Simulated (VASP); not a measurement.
# Ge5Pt (P4/mmm) in VASP: a series of runs, part 2 of 2

VASP 6.6.1. Earlier steps stand in the parts before.

## 3. Relaxation of cell and atoms, PBE

This run uses another cell than the first one, of 17.91 Å³/atom.

The input, INCAR:

```
  ALGO = Normal
  EDIFF = 1E-6
  EDIFFG = -0.08
  ENCUT = 600
  GGA = PE
  IBRION = 2
  ISIF = 3
  ISMEAR = 0
  LASPH = True
  LCHARG = False
  LREAL = False
  LWAVE = False
  NELM = 80
  NSW = 36
  PREC = Accurate
  SIGMA = 0.2
```

The input, KPOINTS:

```
k-points
0
Gamma
  4 4 3
```

The input, POSCAR:

```
Ge5Pt
1.0
    4.2350000000      0.0000000000      0.0000000000
    0.0000000000      4.2350000000      0.0000000000
    0.0000000000      0.0000000000      5.9900000000
Ge Pt
5 1
Direct
    0.5000000000      0.5000000000      0.5000000000
    0.0000000000      0.5000000000      0.2600000000
    0.0000000000      0.5000000000      0.7400000000
    0.5000000000      0.0000000000      0.7400000000
    0.5000000000      0.0000000000      0.2600000000
    0.0000000000      0.0000000000      0.0000000000
```

Potentials or basis: VASP PAW PBE potentials, release 64 (Ge_d, Pt).

On the command line:

```console
cat potpaw_PBE.64/Ge_d/POTCAR potpaw_PBE.64/Pt/POTCAR > POTCAR
mpirun -np 1 vasp_std > vasp.out
```

Run time: 22 min. Hardware: 1 thread of Intel Xeon 8259CL, shared host; peak memory 0.28 GiB.

The run converged. Its results:

- Free energy: -28.7956 eV
- Relaxed volume: 20.47 Å³/atom
- Relaxed cell: a = 4.268 Å, b = 4.268 Å, c = 6.742 Å, α = 90.00°, β = 90.00°, γ = 90.00°
- Space group after relaxing (to 0.1 Å): P4/mmm (No. 123)
- Energy gained by relaxing: 170.2 meV/atom
- Ionic steps: 18
- Pressure after relaxing: 0.1 GPa
- Largest force after relaxing: 0.055 eV/Å
- Band gap on the k mesh: zero (bands 40 and 41 overlap by 1.18 eV)

Forces in eV/Å, atoms in the order of the input:
```
Ge   0.000  0.000  0.000
Ge   0.000  0.000  0.055
Ge   0.000  0.000 -0.055
Ge   0.000  0.000 -0.055
Ge   0.000  0.000  0.055
Pt   0.000  0.000  0.000
```

Step by step:
```
step  energy change (eV)  largest force (eV/Å)  pressure (GPa)  volume (Å³)
   1              0.0000                1.4620           12.56       107.43
   2             -0.6015                0.7839           -5.33       130.76
   3             -0.6960                0.9145           -1.76       123.52
   4             -0.8477                0.5358           -0.87       122.17
   5             -0.9006                0.1484            1.49       120.20
   6             -0.9089                0.0714            0.87       120.76
   7             -0.9090                0.0500            1.02       120.71
   8             -0.9177                0.0042           -0.38       122.99
   9             -0.9178                0.0089           -0.39       122.87
  10             -0.9267                0.0066           -0.32       122.96
  11             -0.9641                0.0715           -0.05       123.17
  12             -1.0013                0.2980            0.28       123.27
  13             -1.0052                0.2165            0.14       123.28
  14             -1.0060                0.2442            0.20       123.28
  15             -1.0114                0.1887           -0.19       123.74
  16             -1.0114                0.1891           -0.17       123.74
  17             -1.0164                0.1406           -0.10       123.40
  18             -1.0214                0.0553            0.05       122.81
```

Final structure:
```
Ge Pt
1.0
     4.26782    0.00000    0.00000
     0.00000    4.26782    0.00000
     0.00000    0.00000    6.74249
Ge Pt
5 1
Direct
  0.50000 0.50000 0.50000
  0.00000 0.50000 0.22715
  0.00000 0.50000 0.77285
  0.50000 0.00000 0.77285
  0.50000 0.00000 0.22715
  0.00000 0.00000 0.00000
```

Levels at points of the mesh, in eV from the Fermi level:
```tsv
k point	band 38	band 39	band 40	band 41	band 42	band 43
(0.00, 0.00, 0.00)	-0.37	-0.07	0.47	0.47	1.11	1.11
(0.50, 0.00, 0.00)	-1.16	-0.95	0.37	0.60	1.10	1.44
(0.50, 0.50, 0.00)	-3.41	-2.56	-2.56	-0.29	1.68	4.70
```

Caveat: the k points lie up to 0.37 Å⁻¹ apart in the final cell, too coarse for converged energies and pressures of a metal; spin-orbit coupling is left out, which moves the levels of the heavy elements; the relaxation stopped at a loose force limit of 0.08 eV/Å, so its end isn't a converged minimum.

## 4. Single point, PBE

This run uses another cell than the first one, of 20.33 Å³/atom.

The input, INCAR:

```
SYSTEM = Ge5Pt
ALGO = Normal
EDIFF = 1E-6
ENCUT = 520
GGA = PE
ISIF = 2
ISMEAR = 0
LASPH = .True.
LCHARG = .False.
LREAL = .False.
LWAVE = .False.
NBANDS = 49
NELM = 60
PREC = Accurate
SIGMA = 0.1
```

The input, KPOINTS:

```
k-points
0
Gamma
  8 8 6
  0 0 0
```

The input, POSCAR:

```
Ge5Pt
1.0
    4.4248433988      0.0000000000      0.0000000000
    0.0000000000      4.4248433988      0.0000000000
    0.0000000000      0.0000000000      6.2315607134
Ge Pt
5 1
Direct
    0.5000000000      0.5000000000      0.5000000000
    0.0000000000      0.5000000000      0.2344378499
    0.0000000000      0.5000000000      0.7655621501
    0.5000000000      0.0000000000      0.7655621501
    0.5000000000      0.0000000000      0.2344378499
    0.0000000000      0.0000000000      0.0000000000
```

Potentials or basis: VASP PAW PBE potentials, release 64 (Ge_d, Pt).

On the command line:

```console
cat potpaw_PBE.64/Ge_d/POTCAR potpaw_PBE.64/Pt/POTCAR > POTCAR
mpirun -np 1 vasp_std > vasp.out
```

OUTCAR:

```text
SYSTEM = Ge5Pt
   EDIFF = 1E-6
   ENCUT = 520
   GGA = PE
   ISIF = 2
   ISMEAR = 0
   LASPH = .True.
   LREAL = .False.
   NELM = 60
   PREC = Accurate

 ion  position               nearest neighbor table
   1  0.500  0.500  0.500-   2 2.76   3 2.76   4 2.76   5 2.76   4 2.76   5 2.76   2 2.76   3 2.76

   2  0.000  0.500  0.234-   6 2.65   6 2.65   1 2.76   1 2.76
   3  0.000  0.500  0.766-   6 2.65   6 2.65   1 2.76   1 2.76
[... 1458 lines left out ...]
  --------------------------------------------------------------------------------------
  -------------------------------------------------------------------------------------
  Total        0.0226690      0.0226690      0.0250498      0.0000000      0.0000000      0.0000000
  in kB        0.2976809      0.2976809      0.3289440      0.0000000      0.0000000      0.0000000
  external PRESSURE =       0.3081019 kB  Pullay stress =       0.0000000 kB

 VOLUME and BASIS-vectors are now :
 -----------------------------------------------------------------------------
  energy-cutoff  :      520.00
  volume of cell :      122.01
      direct lattice vectors                 reciprocal lattice vectors
     4.424843399  0.000000000  0.000000000     0.225996699  0.000000000  0.000000000
     0.000000000  4.424843399  0.000000000     0.000000000  0.225996699  0.000000000
     0.000000000  0.000000000  6.231560713     0.000000000  0.000000000  0.160473443

 POSITION                                       TOTAL-FORCE (eV/Angst)
 -----------------------------------------------------------------------------------
      2.21242      2.21242      3.11578         0.000000     -0.000000      0.000000
      0.00000      2.21242      1.46091        -0.000000      0.000000      0.002736
      0.00000      2.21242      4.77065         0.000000      0.000000     -0.002736
      2.21242      0.00000      4.77065         0.000000     -0.000000     -0.002736
      2.21242      0.00000      1.46091         0.000000     -0.000000      0.002736
      0.00000      0.00000      0.00000         0.000000     -0.000000      0.000000
 -----------------------------------------------------------------------------------
    total drift:                                0.000000      0.000000      0.000000

  FREE ENERGIE OF THE ION-ELECTRON SYSTEM (eV)
  ---------------------------------------------------
  free  energy   TOTEN  =       -28.7703830263 eV

  energy  without entropy=      -28.7612371417  energy(sigma->0) =      -28.76581008
```

stdout:

```text
POSCAR found type information on POSCAR GePt
 POSCAR found :  2 types and       6 ions
 scaLAPACK will be used
 LDA part: xc-table for (Slater+PW92), standard interpolation
 POSCAR, INCAR and KPOINTS ok, starting setup
 FFT: planning ... GRIDC
 FFT: planning ... GRID_SOFT
 FFT: planning ... GRID
 WAVECAR not read
 entering main loop
```

It took 7.2 min on 1 thread of Intel Xeon 8259CL, shared host; peak memory 0.43 GiB.

Results:

```yaml
Free_energy: -28.7704 eV
Pressure: 0.0 GPa
Band_gap_on_the_k_mesh: zero (bands 40 and 41 overlap by 0.87 eV)
```

Forces on the atoms (eV/Å):
```
Ge   0.000  0.000  0.000
Ge   0.000  0.000  0.003
Ge   0.000  0.000 -0.003
Ge   0.000  0.000 -0.003
Ge   0.000  0.000  0.003
Pt   0.000  0.000  0.000
```

Levels at points of the mesh, in eV from the Fermi level:
```csv
k point,band 38,band 39,band 40,band 41,band 42,band 43
"(0.00, 0.00, 0.00)",-0.39,0.50,0.58,0.58,0.74,0.74
"(0.50, 0.00, 0.00)",-1.95,-1.39,0.05,0.58,0.96,1.03
"(0.50, 0.50, 0.00)",-3.09,-2.35,-2.35,0.10,1.77,4.48
"(0.00, 0.00, 0.50)",-2.18,-2.18,-2.00,0.49,2.46,2.49
"(0.50, 0.00, 0.50)",-1.25,-1.17,-0.96,-0.04,0.32,0.62
"(0.50, 0.50, 0.50)",-2.79,-0.33,-0.33,0.70,1.25,1.25
```

Caveat: spin-orbit coupling is left out, which moves the levels of the heavy elements.

## 5. Overview

```tsv
task	cell	k mesh	cutoff (eV)	smearing	gap on the mesh (eV)	pressure (GPa)	largest force (eV/Å)
single point	a = 4.287, b = 4.287, c = 6.677 Å, 6 atoms, atomic positions A	4 × 4 × 3	520	gaussian 0.2 eV	none	0.0	0.03
relaxation of cell and atoms	relaxed from a = 4.235, b = 4.235, c = 5.990 Å, 6 atoms, atomic positions B	4 × 4 × 3	600	gaussian 0.2 eV	none	0.1	0.06
single point	a = 4.425, b = 4.425, c = 6.232 Å, 6 atoms, atomic positions C	8 × 8 × 6	520	gaussian 0.1 eV	none	0.0	-
```

Alike in all rows: level PBE; potentials or basis VASP PAW PBE potentials, release 64 (Ge_d, Pt); no spin polarisation.

Caveats: some runs use coarse meshes; spin-orbit coupling is left out, which moves the levels of the heavy elements; the relaxation stopped at a loose force limit of 0.08 eV/Å, so its end isn't a converged minimum (at least some runs).

Absolute energies hang on the potentials; compare differences alone.
